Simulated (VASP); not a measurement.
C:

```
C
1.0
     2.49958    0.00000    0.00000
    -1.24979    2.16470    0.00000
     0.00000    0.00000    4.11898
C
4
Direct
  0.33333 0.66667 0.99974
  0.66667 0.33333 0.49974
  0.33333 0.66667 0.37426
  0.66667 0.33333 0.87426
```

This cell differs from its parent crystal: strained cell.

Base run:

- Program: VASP 6.6.1
- Functional: PBEsol
- Potentials or basis: VASP PAW PBE potentials, release 64 (C_h)
- Cutoff: 910 eV
- k mesh: 9 × 9 × 6
- Occupations: gaussian, width 0.02 eV
- Spin: no spin polarisation

Its results: band gap on the k mesh 3.03 eV, indirect (least direct gap 4.81 eV); pressure 4.5 GPa.

**Question.** The run is repeated on the same cell with these changes: potentials or basis from VASP PAW PBE potentials, release 64 (C_h) to VASP PAW PBE potentials, release 64 (C); cutoff from 910 eV to 520 eV. What comes out?

**Answer.** Band gap on the k mesh 3.03 eV, indirect (least direct gap 4.81 eV); pressure 5.6 GPa.

Caveats: the PAW data sets were made with another functional, which shifts forces and pressure a little; the cutoff is under 1.25 times the usual one of these potentials, so pressure, stress and relaxed cells hold a basis-set (Pulay) error (some runs).

A k mesh can miss the band edges.
